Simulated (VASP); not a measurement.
# Rh (P6_3/mmc) in VASP: a series of runs

The runs below take Rh through single point, with PBEsol.

All numbers are computed with VASP 6.6.1; they aren't measurements. Logs are shortened: lines on timing, memory, paths and dates and some standing lists are left out, and cuts for length are marked.

## 1. The cell of the first run

The structure is hexagonal, space group P6_3/mmc (No. 194). The conventional cell has a = 2.675 Å, b = 2.675 Å, c = 4.338 Å, α = 90.00°, β = 90.00°, γ = 120.00°. Rh (site symmetry -6m2) has 12 Rh at 2.66 to 2.68 Å within 3.5 Å.

## 2. Single point, PBEsol

INCAR

```
PREC     = Accurate       # precision mode
ENCUT    = 520            # plane-wave cutoff, eV
EDIFF    = 1E-7           # SCF threshold, eV
ISMEAR   = -1             # smearing method
SIGMA    = 0.15           # smearing width, eV
LREAL    = F              # projectors in reciprocal space
LASPH    = T              # aspherical terms in the spheres
NELM     = 100            # most SCF steps
ALGO     = Normal         # electronic algorithm
ISIF     = 2              # what is computed and relaxed
LWAVE    = F              # write WAVECAR
LCHARG   = T              # write CHGCAR
GGA      = PS             # functional
LELF     = T              # ELF
LVHAR    = T            
NBANDS   = 22             # bands
```

KPOINTS

```
Automatic mesh
0
Gamma
  12 12 7
```

POSCAR

```
Rh
1.0
    2.6752300712      0.0000000000      0.0000000000
   -1.3376150356      2.3168191057      0.0000000000
    0.0000000000      0.0000000000      4.3380872866
Rh
2
Direct
    0.6666666667      0.3333333333      0.7500000000
    0.3333333333      0.6666666667      0.2500000000
```

Potentials or basis: VASP PAW PBE potentials, release 64 (Rh_pv).

Launch:

```
> cat potpaw_PBE.64/Rh_pv/POTCAR > POTCAR
> mpirun -np 1 vasp_std > vasp.out
```

OUTCAR:

```text
PREC = Accurate
   ENCUT = 520
   EDIFF = 1E-7
   ISMEAR = -1
   LREAL = F
   LASPH = T
   NELM = 100
   ISIF = 2
   GGA = PS

 ion  position               nearest neighbor table
   1  0.667  0.333  0.750-   2 2.66   2 2.66   2 2.66   2 2.66   2 2.66   2 2.66
   2  0.333  0.667  0.250-   1 2.66   1 2.66   1 2.66   1 2.66   1 2.66   1 2.66

  LATTYP: Found a hexagonal cell.
 ALAT       =     2.6752300712
 C/A-ratio  =     1.6215754052

  Lattice vectors:

 A1 = (   2.6752300712,   0.0000000000,   0.0000000000)
 A2 = (  -1.3376150356,   2.3168191057,   0.0000000000)
 A3 = (   0.0000000000,   0.0000000000,   4.3380872866)

Analysis of symmetry for initial positions (statically):
=====================================================================
 Subroutine PRICEL returns:
 Original cell was already a primitive cell.

 Routine SETGRP: Setting up the symmetry group for a
 hexagonal supercell.

 Subroutine GETGRP returns: Found 24 space group operations
 (whereof 12 operations were pure point group operations)
 out of a pool of 24 trial point group operations.

The static configuration has the point symmetry D_3d.
 The point group associated with its full space group is D_6h.

Analysis of symmetry for dynamics (positions and initial velocities):
=====================================================================
 Subroutine PRICEL returns:
 Original cell was already a primitive cell.

 Routine SETGRP: Setting up the symmetry group for a
 hexagonal supercell.

 Subroutine GETGRP returns: Found 24 space group operations
 (whereof 12 operations were pure point group operations)
 out of a pool of 24 trial point group operations.

The dynamic configuration has the point symmetry D_3d.
 The point group associated with its full space group is D_6h.

 Subroutine INISYM returns: Found 24 space group operations
 (whereof 12 operations are pure point group operations),
 and found     1 'primitive' translations

----------------------------------------------------------------------------------------

                                     Primitive cell

  volume of cell :      26.8876

  direct lattice vectors                    reciprocal lattice vectors
     2.675230071  0.000000000  0.000000000     0.373799626  0.215813137  0.000000000
    -1.337615036  2.316819106  0.000000000     0.000000000  0.431626275  0.000000000
     0.000000000  0.000000000  4.338087287     0.000000000  0.000000000  0.230516339

  length of vectors
     2.675230071  2.675231719  4.338087287     0.431626541  0.431626275  0.230516339

  position of ions in fractional coordinates (direct lattice)
     0.666666667  0.333333333  0.750000000
     0.333333333  0.666666667  0.250000000

  ion indices of the primitive-cell ions
   primitive index   ion index
                 1           1
                 2           2

----------------------------------------------------------------------------------------

 KPOINTS: Automatic mesh

Automatic generation of k-mesh.
 Grid dimensions read from file:
 generate k-points for:   12   12    7

 Generating k-lattice:

  Cartesian coordinates                     Fractional coordinates (reciprocal lattice)
     0.031149969  0.017984428  0.000000000     0.083333333  0.000000000  0.000000000
     0.000000000  0.035968856  0.000000000     0.000000000  0.083333333  0.000000000
     0.000000000  0.000000000  0.032930906     0.000000000  0.000000000  0.142857143

  Length of vectors
     0.035968878  0.035968856  0.032930906

  Shift w.r.t. Gamma in fractional coordinates (k-lattice)
     0.000000000  0.000000000  0.000000000

 Subroutine IBZKPT returns following result:
 ===========================================

 Found     76 irreducible k-points:

 Following reciprocal coordinates:
            Coordinates               Weight
  0.000000  0.000000  0.000000      1.000000
  0.083333  0.000000  0.000000      6.000000
  0.166667  0.000000  0.000000      6.000000
  0.250000 -0.000000  0.000000      6.000000
  0.333333  0.000000  0.000000      6.000000
  0.416667  0.000000  0.000000      6.000000
[... 16 lines left out ...]
  0.250000 -0.000000  0.142857     12.000000
  0.333333  0.000000  0.142857     12.000000
 [... further k-points ...]
   k-points           NKPTS =     76   k-points in BZ     NKDIM =     76   number of bands    NBANDS=     22
   number of dos      NEDOS =    301   number of ions     NIONS =      2
   total plane-waves  NPLWV =  12800
   dimension x,y,z NGX =    20 NGY =   20 NGZ =   32
   dimension x,y,z NGXF=    40 NGYF=   40 NGZF=   64
   ions per type =               2
   NGX,Y,Z   is equivalent  to a cutoff of  12.43, 12.43, 12.26 a.u.
   NGXF,Y,Z  is equivalent  to a cutoff of  24.86, 24.86, 24.53 a.u.
 SYSTEM =  unknown system
   PREC   = accura    normal or accurate (medium, high low for compatibility)
   ISTART =      0    job   : 0-new  1-cont  2-samecut
   ICHARG =      2    charge: 1-file 2-atom 10-const
   ISPIN  =      1    spin polarized calculation?
   LNONCOLLINEAR =      F non collinear calculations
   LSORBIT =      F    spin-orbit coupling
   LASPH  =      T    aspherical Exc in radial PAW
   ENCUT  =  520.0 eV  38.22 Ry    6.18 a.u.   4.97  4.97  8.07*2*pi/ulx,y,z
   NELM   =    100;   NELMIN=  2; NELMDL= -5     # of ELM steps
   EDIFF  = 0.1E-06   stopping-criterion for ELM
   LREAL  =      F    real-space projection
   EDIFFG = 0.1E-05   stopping-criterion for IOM
   NSW    =      0    number of steps for IOM
   IBRION =     -1    ionic relax: 0-MD 1-quasi-New 2-CG
   NFREE  =      0    steps in history (QN), initial steepest desc. (CG)
   ISIF   =      2    stress and relaxation
   ISYM   =      2    0-nonsym 1-usesym 2-fastsym
   POTIM  = 0.5000    time-step for ionic-motion
   TEBEG  =    0.0;   TEEND  =   0.0 temperature during run
   PSTRESS=    0.0 pullay stress
   NELECT =      30.0000    total number of electrons
   NUPDOWN=      -1.0000    fix difference up-down
   EMIN   =  10.00;   EMAX   =-10.00  energy-range for DOS
   EFERMI =   0.00;   METHOD = LEGACY
   ISMEAR =    -1;   SIGMA  =   0.15  broadening in eV -4-tet -1-fermi 0-gaus
   EFERMI_NEDOS =   21; number of points for ismear=-14 and -15
   IALGO  =     38    algorithm
   IMIX   =      4    mixing-type and parameters
     AMIX     =   0.40;   BMIX     =  1.00
     AMIX_MAG =   1.60;   BMIX_MAG =  1.00
  volume/ion in A,a.u.               =      13.44        90.72
  Fermi-wavevector in a.u.,A,eV,Ry     =   1.697975  3.208708 39.227236  2.883121
  Thomas-Fermi vector in A             =   2.778559
   LORBIT       =      0    0 simple, 1 ext, 2 COOP (PROOUT), +10 PAW based schemes
   GGA     = PS    functional components
   LHFCALC =     F    Hartree Fock is set to
   AEXX    =    0.0000 exact exchange contribution
   IVDW    =     0    specifies the selected vdW correction
   LEPSILON=     F    determine dielectric tensor
   LRPA    =     F    only Hartree local field effects (RPA)
 non-spin polarized calculation
  energy-cutoff  :      520.00
  volume of cell :       26.89
 maximum number of plane-waves:       744
 NGX is ok and might be reduce to    20
   NGX =  9   NGY =  9   NGZ = 17

 number of electron      30.0000003 magnetization

 Free energy of the ion-electron system (eV)
  ---------------------------------------------------
  ext. energy  EPLUGINS =         0.00000000
  ---------------------------------------------------
  free energy    TOTEN  =       -16.30979975 eV

  energy without entropy =      -16.08058855  energy(sigma->0) =      -16.19519415

 E-fermi :  12.2537     XC(G=0): -14.3606

 val. band max:       12.2461362666   @ k =   0.3333   0.3333   0.1429
 cond. band min:      12.2613397186   @ k =   0.1667   0.0833   0.4286
 fundamental gap:      0.0152034519
 Fermi energy:        12.2537366093

 k-point     1 :       0.0000    0.0000    0.0000
  band No.  band energies     occupation
      1     -34.9885      2.00000
      2     -34.2819      2.00000
      3     -34.2819      2.00000
      4     -34.1781      2.00000
      5     -34.1677      2.00000
      6     -34.1677      2.00000
[... 14 lines left out ...]
     21      30.3095      0.00000
     22      31.0119      0.00000

 k-point     2 :       0.0833    0.0000    0.0000
  band No.  band energies     occupation
      1     -34.9710      2.00000
      2     -34.3220      2.00000
      3     -34.2948      2.00000
      4     -34.2093      2.00000
      5     -34.1852      2.00000
      6     -34.1741      2.00000
[... 14 lines left out ...]
     21      30.5987      0.00000
     22      31.2347      0.00000

 k-point     3 :       0.1667    0.0000    0.0000
  band No.  band energies     occupation
      1     -34.9210      2.00000
      2     -34.4316      2.00000
      3     -34.3293      2.00000
      4     -34.3211      2.00000
      5     -34.2069      2.00000
      6     -34.1922      2.00000
[... 14 lines left out ...]
     21      31.0461      0.00000
     22      31.0838      0.00000

 k-point     4 :       0.2500   -0.0000    0.0000
  band No.  band energies     occupation
      1     -34.8457      2.00000
      2     -34.5815      2.00000
      3     -34.4695      2.00000
      4     -34.3747      2.00000
      5     -34.2432      2.00000
      6     -34.2183      2.00000
[... 14 lines left out ...]
     21      29.4478      0.00000
     22      29.6146      0.00000

 k-point     5 :       0.3333    0.0000    0.0000
  band No.  band energies     occupation
      1     -34.7574      2.00000
      2     -34.7314      2.00000
      3     -34.6134      2.00000
      4     -34.4187      2.00000
      5     -34.2925      2.00000
      6     -34.2453      2.00000
[... 417 lines left out ...]
 k-point    22 :       0.1667    0.0000    0.1429
  band No.  band energies     occupation
      1     -34.8918      2.00000
      2     -34.4218      2.00000
      3     -34.3493      2.00000
      4     -34.3225      2.00000
      5     -34.2195      2.00000
      6     -34.1991      2.00000
[... 14 lines left out ...]
     21      30.4885      0.00000
     22      30.8614      0.00000

 k-point    23 :       0.2500   -0.0000    0.1429
  band No.  band energies     occupation
      1     -34.8343      2.00000
      2     -34.5616      2.00000
      3     -34.4931      2.00000
      4     -34.3670      2.00000
      5     -34.2517      2.00000
      6     -34.2261      2.00000
[... 14 lines left out ...]
     21      29.4773      0.00000
     22      29.7514      0.00000

 k-point    24 :       0.3333    0.0000    0.1429
  band No.  band energies     occupation
      1     -34.8110      2.00000
      2     -34.6687      2.00000
      3     -34.6209      2.00000
      4     -34.4102      2.00000
      5     -34.2938      2.00000
      6     -34.2540      2.00000
[... 14 lines left out ...]
     21      27.8601      0.00000
     22      27.9802      0.00000

 [... further k-points ...]

------------------------ aborting loop because EDIFF is reached ----------------------------------------

  FORCE on cell =-STRESS in cart. coord.  units (eV):
  Direction    XX          YY          ZZ          XY          YZ          ZX
  --------------------------------------------------------------------------------------
  -------------------------------------------------------------------------------------
  Total        0.6608165      0.6608176      0.3833734      0.0000000     -0.0000000      0.0000000
  in kB       39.3767518     39.3768165     22.8444633      0.0000000     -0.0000000      0.0000000
  external PRESSURE =      33.8660105 kB  Pullay stress =       0.0000000 kB

 VOLUME and BASIS-vectors are now :
 -----------------------------------------------------------------------------
  energy-cutoff  :      520.00
  volume of cell :       26.89
      direct lattice vectors                 reciprocal lattice vectors
     2.675230071  0.000000000  0.000000000     0.373799626  0.215813137  0.000000000
    -1.337615036  2.316819106  0.000000000     0.000000000  0.431626275  0.000000000
     0.000000000  0.000000000  4.338087287     0.000000000  0.000000000  0.230516339

 POSITION                                       TOTAL-FORCE (eV/Angst)
 -----------------------------------------------------------------------------------
      1.33762      0.77227      3.25357         0.000000      0.000000      0.000000
     -0.00000      1.54455      1.08452        -0.000000     -0.000000      0.000000
 -----------------------------------------------------------------------------------
    total drift:                               -0.000000      0.000000     -0.000000

  FREE ENERGIE OF THE ION-ELECTRON SYSTEM (eV)
  ---------------------------------------------------
  free  energy   TOTEN  =       -16.3097997503 eV

  energy  without entropy=      -16.0805885492  energy(sigma->0) =      -16.19519415
```

Wall time 31 s (1 thread of Intel Xeon Platinum 8488C (Sapphire Rapids), shared host); peak memory 0.16 GiB.

Results:

```
Free energy            : -16.3098 eV
Pressure               : 3.4 GPa
Band gap on the k mesh : zero (band 15 reaches 12.94 eV, above the bottom of band 16 at 10.41 eV)
```

Stress tensor (GPa, compression positive):
```
3.94 0.00 0.00
0.00 3.94 0.00
0.00 0.00 2.28
```

Caveat: the PAW data sets were made with another functional, which shifts forces and pressure a little.

[end of part 1 of 2]
